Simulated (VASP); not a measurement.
# KTe2Cl (P6/mmm) in VASP: further runs

The runs below take KTe2Cl through single point, relaxation of cell and atoms, with PBE.

All numbers are computed with VASP 6.6.1; they aren't measurements. Logs are shortened: lines on timing, memory, paths and dates and some standing lists are left out, and cuts for length are marked.

### Step 1. The cell of the first run

The structure is hexagonal, space group P6/mmm (No. 191). The conventional cell has a = 5.543 Å, b = 5.543 Å, c = 5.088 Å, α = 90.00°, β = 90.00°, γ = 120.00°. Within 3.4 Å of K (site symmetry 6/mmm) lie 2 Cl at 2.54 Å and 6 Te at 3.20 Å. Te (site symmetry -6m2) has 3 Te at 3.20 Å and 3 K at 3.20 Å and 6 Cl at 4.09 Å within 4.2 Å. Cl (site symmetry 6/mmm) has 2 K at 2.54 Å within 3.4 Å.

### Step 2. Single point, PBE

Input file INCAR:

```
SYSTEM = KTe2Cl
ALGO = Normal
EDIFF = 1E-6
ENCUT = 520
GGA = PE
ISIF = 2
ISMEAR = 0
LASPH = .True.
LCHARG = .False.
LREAL = .False.
LWAVE = .False.
NBANDS = 22
NELM = 80
PREC = Accurate
SIGMA = 0.1
```

Input file KPOINTS:

```
k-points
0
Gamma
  6 6 4
  0 0 0
```

Input file POSCAR:

```
KTe2Cl
1.0
    5.5432075300      0.0000000000      0.0000000000
   -2.7716037700      4.8005585400      0.0000000000
    0.0000000000      0.0000000000      5.0880565600
K Te Cl
1 2 1
Direct
    0.0000000000      0.0000000000      0.5000000000
    0.3333333300      0.6666666700      0.5000000000
    0.6666666700      0.3333333300      0.5000000000
    0.0000000000      0.0000000000      0.0000000000
```

Potentials or basis: VASP PAW PBE potentials, release 64 (K_sv, Te, Cl).

Run with:

```sh
> cat potpaw_PBE.64/K_sv/POTCAR potpaw_PBE.64/Te/POTCAR potpaw_PBE.64/Cl/POTCAR > POTCAR
> mpirun -np 1 vasp_std > vasp.out
```

OUTCAR:

```text
SYSTEM = KTe2Cl
   EDIFF = 1E-6
   ENCUT = 520
   GGA = PE
   ISIF = 2
   ISMEAR = 0
   LASPH = .True.
   LREAL = .False.
   NELM = 80
   PREC = Accurate

 ion  position               nearest neighbor table
   1  0.000  0.000  0.500-   4 2.54   4 2.54   2 3.20   3 3.20   3 3.20   2 3.20   3 3.20   2 3.20

   2  0.333  0.667  0.500-   3 3.20   3 3.20   1 3.20   1 3.20   1 3.20   3 3.20
   3  0.667  0.333  0.500-   2 3.20   2 3.20   1 3.20   1 3.20   1 3.20   2 3.20
   4  0.000  0.000  0.000-   1 2.54   1 2.54

  LATTYP: Found a hexagonal cell.
 ALAT       =     5.5432075300
 C/A-ratio  =     0.9178903248

  Lattice vectors:

 A1 = (   5.5432075300,   0.0000000000,   0.0000000000)
 A2 = (  -2.7716037700,   4.8005585400,   0.0000000000)
 A3 = (   0.0000000000,   0.0000000000,   5.0880565600)

Analysis of symmetry for initial positions (statically):
=====================================================================
 Subroutine PRICEL returns:
 Original cell was already a primitive cell.

 Routine SETGRP: Setting up the symmetry group for a
 hexagonal supercell.

 Subroutine GETGRP returns: Found 24 space group operations
 (whereof 24 operations were pure point group operations)
 out of a pool of 24 trial point group operations.

The static configuration has the point symmetry D_6h.

Analysis of symmetry for dynamics (positions and initial velocities):
=====================================================================
 Subroutine PRICEL returns:
 Original cell was already a primitive cell.

 Routine SETGRP: Setting up the symmetry group for a
 hexagonal supercell.

 Subroutine GETGRP returns: Found 24 space group operations
 (whereof 24 operations were pure point group operations)
 out of a pool of 24 trial point group operations.

The dynamic configuration has the point symmetry D_6h.

 Subroutine INISYM returns: Found 24 space group operations
 (whereof 24 operations are pure point group operations),
 and found     1 'primitive' translations

----------------------------------------------------------------------------------------

                                     Primitive cell

  volume of cell :     135.3957

  direct lattice vectors                    reciprocal lattice vectors
     5.543207530  0.000000000  0.000000000     0.180400967  0.104154547  0.000000000
    -2.771603770  4.800558540  0.000000000     0.000000000  0.208309094  0.000000000
     0.000000000  0.000000000  5.088056560     0.000000000  0.000000000  0.196538696

  length of vectors
     5.543207530  5.543207533  5.088056560     0.208309094  0.208309094  0.196538696

  position of ions in fractional coordinates (direct lattice)
     0.000000000  0.000000000  0.500000000
     0.333333330  0.666666670  0.500000000
     0.666666670  0.333333330  0.500000000
     0.000000000  0.000000000  0.000000000

  ion indices of the primitive-cell ions
   primitive index   ion index
                 1           1
                 2           2
                 3           3
                 4           4

----------------------------------------------------------------------------------------

 KPOINTS: k-points

Automatic generation of k-mesh.
 Grid dimensions read from file:
 generate k-points for:    6    6    4

 Generating k-lattice:

  Cartesian coordinates                     Fractional coordinates (reciprocal lattice)
     0.030066828  0.017359091  0.000000000     0.166666667  0.000000000  0.000000000
     0.000000000  0.034718182  0.000000000     0.000000000  0.166666667  0.000000000
     0.000000000  0.000000000  0.049134674     0.000000000  0.000000000  0.250000000

  Length of vectors
     0.034718182  0.034718182  0.049134674

  Shift w.r.t. Gamma in fractional coordinates (k-lattice)
     0.000000000  0.000000000  0.000000000

 Subroutine IBZKPT returns following result:
 ===========================================

 Found     21 irreducible k-points:

 Following reciprocal coordinates:
            Coordinates               Weight
  0.000000  0.000000  0.000000      1.000000
  0.166667 -0.000000  0.000000      6.000000
  0.333333  0.000000  0.000000      6.000000
  0.500000  0.000000  0.000000      3.000000
  0.166667  0.166667  0.000000      6.000000
  0.333333  0.166667  0.000000     12.000000
[... 13 lines left out ...]
  0.333333  0.166667  0.500000     12.000000
  0.333333  0.333333  0.500000      2.000000
   k-points           NKPTS =     21   k-points in BZ     NKDIM =     21   number of bands    NBANDS=     22
   number of dos      NEDOS =    301   number of ions     NIONS =      4
   total plane-waves  NPLWV =  70560
   dimension x,y,z NGX =    42 NGY =   42 NGZ =   40
   dimension x,y,z NGXF=    84 NGYF=   84 NGZF=   80
   ions per type =               1   2   1
   NGX,Y,Z   is equivalent  to a cutoff of  12.60, 12.60, 13.07 a.u.
   NGXF,Y,Z  is equivalent  to a cutoff of  25.19, 25.19, 26.14 a.u.
 SYSTEM =  KTe2Cl
   PREC   = accura    normal or accurate (medium, high low for compatibility)
   ISTART =      0    job   : 0-new  1-cont  2-samecut
   ICHARG =      2    charge: 1-file 2-atom 10-const
   ISPIN  =      1    spin polarized calculation?
   LNONCOLLINEAR =      F non collinear calculations
   LSORBIT =      F    spin-orbit coupling
   LASPH  =      T    aspherical Exc in radial PAW
   ENCUT  =  520.0 eV  38.22 Ry    6.18 a.u.  10.31 10.31  9.46*2*pi/ulx,y,z
   NELM   =     80;   NELMIN=  2; NELMDL= -5     # of ELM steps
   EDIFF  = 0.1E-05   stopping-criterion for ELM
   LREAL  =      F    real-space projection
   EDIFFG = 0.1E-04   stopping-criterion for IOM
   NSW    =      0    number of steps for IOM
   IBRION =     -1    ionic relax: 0-MD 1-quasi-New 2-CG
   NFREE  =      0    steps in history (QN), initial steepest desc. (CG)
   ISIF   =      2    stress and relaxation
   ISYM   =      2    0-nonsym 1-usesym 2-fastsym
   POTIM  = 0.5000    time-step for ionic-motion
   TEBEG  =    0.0;   TEEND  =   0.0 temperature during run
   PSTRESS=    0.0 pullay stress
   NELECT =      28.0000    total number of electrons
   NUPDOWN=      -1.0000    fix difference up-down
   EMIN   =  10.00;   EMAX   =-10.00  energy-range for DOS
   EFERMI =   0.00;   METHOD = LEGACY
   ISMEAR =     0;   SIGMA  =   0.10  broadening in eV -4-tet -1-fermi 0-gaus
   EFERMI_NEDOS =   21; number of points for ismear=-14 and -15
   IALGO  =     38    algorithm
   IMIX   =      4    mixing-type and parameters
     AMIX     =   0.40;   BMIX     =  1.00
     AMIX_MAG =   1.60;   BMIX_MAG =  1.00
  volume/ion in A,a.u.               =      33.85       228.42
  Fermi-wavevector in a.u.,A,eV,Ry     =   0.968113  1.829468 12.751953  0.937242
  Thomas-Fermi vector in A             =   2.098055
   LORBIT       =      0    0 simple, 1 ext, 2 COOP (PROOUT), +10 PAW based schemes
   GGA     = PE    functional components
   LHFCALC =     F    Hartree Fock is set to
   AEXX    =    0.0000 exact exchange contribution
   IVDW    =     0    specifies the selected vdW correction
   LEPSILON=     F    determine dielectric tensor
   LRPA    =     F    only Hartree local field effects (RPA)
 non-spin polarized calculation
 Gauss-broadening in eV      SIGMA  =   0.10
  energy-cutoff  :      520.00
  volume of cell :      135.40
 maximum number of plane-waves:      3667
 NGX is ok and might be reduce to    42
   NGX = 21   NGY = 21   NGZ = 19

 number of electron      28.0000004 magnetization

 Free energy of the ion-electron system (eV)
  ---------------------------------------------------
  ext. energy  EPLUGINS =         0.00000000
  ---------------------------------------------------
  free energy    TOTEN  =        -9.10366359 eV

  energy without entropy =       -9.07003209  energy(sigma->0) =       -9.08684784

 E-fermi :   1.9037     XC(G=0):  -8.1398

 val. band max:        1.8846659865   @ k =   0.3333   0.1667   0.2500
 cond. band min:       1.9282485515   @ k =   0.1667   0.1667   0.2500
 fundamental gap:      0.0435825650
 Fermi energy:         1.9036800384

 k-point     1 :       0.0000    0.0000    0.0000
  band No.  band energies     occupation
      1     -26.7222      2.00000
      2     -11.1235      2.00000
      3     -10.5256      2.00000
      4     -10.5256      2.00000
      5     -10.4414      2.00000
      6      -9.7261      2.00000
[... 14 lines left out ...]
     21       9.7601      0.00000
     22       9.7601      0.00000

 k-point     2 :       0.1667   -0.0000    0.0000
  band No.  band energies     occupation
      1     -26.7217      2.00000
      2     -11.1190      2.00000
      3     -10.6673      2.00000
      4     -10.5326      2.00000
      5     -10.4401      2.00000
      6      -9.4551      2.00000
[... 14 lines left out ...]
     21      10.1494      0.00000
     22      10.3261      0.00000

 k-point     3 :       0.3333    0.0000    0.0000
  band No.  band energies     occupation
      1     -26.7209      2.00000
      2     -11.1050      2.00000
      3     -10.8420      2.00000
      4     -10.5466      2.00000
      5     -10.4375      2.00000
      6      -8.9484      2.00000
[... 14 lines left out ...]
     21       9.2669      0.00000
     22      10.0994      0.00000

 k-point     4 :       0.5000    0.0000    0.0000
  band No.  band energies     occupation
      1     -26.7205      2.00000
      2     -11.0929      2.00000
      3     -10.9096      2.00000
      4     -10.5536      2.00000
      5     -10.4362      2.00000
      6      -8.5275      2.00000
[... 14 lines left out ...]
     21       9.6077      0.00000
     22       9.7080      0.00000

 k-point     5 :       0.1667    0.1667    0.0000
  band No.  band energies     occupation
      1     -26.7211      2.00000
      2     -11.1094      2.00000
      3     -10.7876      2.00000
      4     -10.5640      2.00000
      5     -10.4381      2.00000
      6      -9.0880      2.00000
[... 14 lines left out ...]
     21       9.5173      0.00000
     22      10.0758      0.00000

 k-point     6 :       0.3333    0.1667    0.0000
  band No.  band energies     occupation
      1     -26.7205      2.00000
      2     -11.0947      2.00000
      3     -10.8578      2.00000
      4     -10.6139      2.00000
      5     -10.4362      2.00000
      6      -8.6335      2.00000
[... 14 lines left out ...]
     21       8.9088      0.00000
     22       9.0466      0.00000

 k-point     7 :       0.3333    0.3333    0.0000
  band No.  band energies     occupation
      1     -26.7203      2.00000
      2     -11.0903      2.00000
      3     -10.7576      2.00000
      4     -10.7576      2.00000
      5     -10.4356      2.00000
      6      -8.3636      2.00000
[... 249 lines left out ...]
      6      -8.9120      2.00000
[... 14 lines left out ...]
     21      10.6625      0.00000
     22      10.9164      0.00000

 k-point    18 :       0.5000    0.0000    0.5000
  band No.  band energies     occupation
      1     -26.7162      2.00000
      2     -12.1013      2.00000
      3     -10.8944      2.00000
      4     -10.5459      2.00000
      5      -8.9115      2.00000
      6      -8.4991      2.00000
[... 14 lines left out ...]
     21      11.0433      0.00000
     22      11.1032      0.00000

 k-point    19 :       0.1667    0.1667    0.5000
  band No.  band energies     occupation
      1     -26.7168      2.00000
      2     -12.1044      2.00000
      3     -10.7835      2.00000
      4     -10.5560      2.00000
      5      -9.0752      2.00000
      6      -8.9122      2.00000
[... 14 lines left out ...]
     21      10.1156      0.00000
     22      10.5980      0.00000

 k-point    20 :       0.3333    0.1667    0.5000
  band No.  band energies     occupation
      1     -26.7162      2.00000
      2     -12.1013      2.00000
      3     -10.8455      2.00000
      4     -10.6050      2.00000
      5      -8.9115      2.00000
      6      -8.6083      2.00000
[... 14 lines left out ...]
     21       9.8802      0.00000
     22      10.6148      0.00000

 k-point    21 :       0.3333    0.3333    0.5000
  band No.  band energies     occupation
      1     -26.7160      2.00000
      2     -12.1003      2.00000
      3     -10.7455      2.00000
      4     -10.7455      2.00000
      5      -8.9113      2.00000
      6      -8.3328      2.00000
[... 14 lines left out ...]
     21      10.0081      0.00000
     22      10.0081      0.00000

------------------------ aborting loop because EDIFF is reached ----------------------------------------

  FORCE on cell =-STRESS in cart. coord.  units (eV):
  Direction    XX          YY          ZZ          XY          YZ          ZX
  --------------------------------------------------------------------------------------
  -------------------------------------------------------------------------------------
  Total        2.7195288      2.7195288      8.7590064     -0.0000000      0.0000000     -0.0000000
  in kB       32.1809906     32.1809906    103.6479192     -0.0000000      0.0000000     -0.0000000
  external PRESSURE =      56.0033001 kB  Pullay stress =       0.0000000 kB

 VOLUME and BASIS-vectors are now :
 -----------------------------------------------------------------------------
  energy-cutoff  :      520.00
  volume of cell :      135.40
      direct lattice vectors                 reciprocal lattice vectors
     5.543207530  0.000000000  0.000000000     0.180400967  0.104154547  0.000000000
    -2.771603770  4.800558540  0.000000000     0.000000000  0.208309094  0.000000000
     0.000000000  0.000000000  5.088056560     0.000000000  0.000000000  0.196538696

 POSITION                                       TOTAL-FORCE (eV/Angst)
 -----------------------------------------------------------------------------------
      0.00000      0.00000      2.54403         0.000000      0.000000      0.000000
     -0.00000      3.20037      2.54403        -0.000000      0.000000      0.000000
      2.77160      1.60019      2.54403         0.000000      0.000000      0.000000
      0.00000      0.00000      0.00000         0.000000      0.000000      0.000000
 -----------------------------------------------------------------------------------
    total drift:                               -0.000000      0.000000      0.000000

  FREE ENERGIE OF THE ION-ELECTRON SYSTEM (eV)
  ---------------------------------------------------
  free  energy   TOTEN  =        -9.1036635908 eV

  energy  without entropy=       -9.0700320887  energy(sigma->0) =       -9.08684784
```

Run time: 56 s. Hardware: 1 thread of Intel Xeon Platinum 8488C (Sapphire Rapids), shared host; peak memory 0.27 GiB.

What came out:

| Quantity | Value |
| --- | --- |
| Free energy | -9.1037 eV |
| Pressure | 5.6 GPa |
| Band gap on the k mesh | zero (band 14 reaches 2.69 eV, above the bottom of band 15 at 1.42 eV) |

Stress tensor (GPa, compression positive):
```
 3.22  0.00  0.00
 0.00  3.22  0.00
 0.00  0.00 10.36
```

Caveat: spin-orbit coupling is left out, which moves the levels of the heavy elements.

(Part 1 of 2 ends here.)
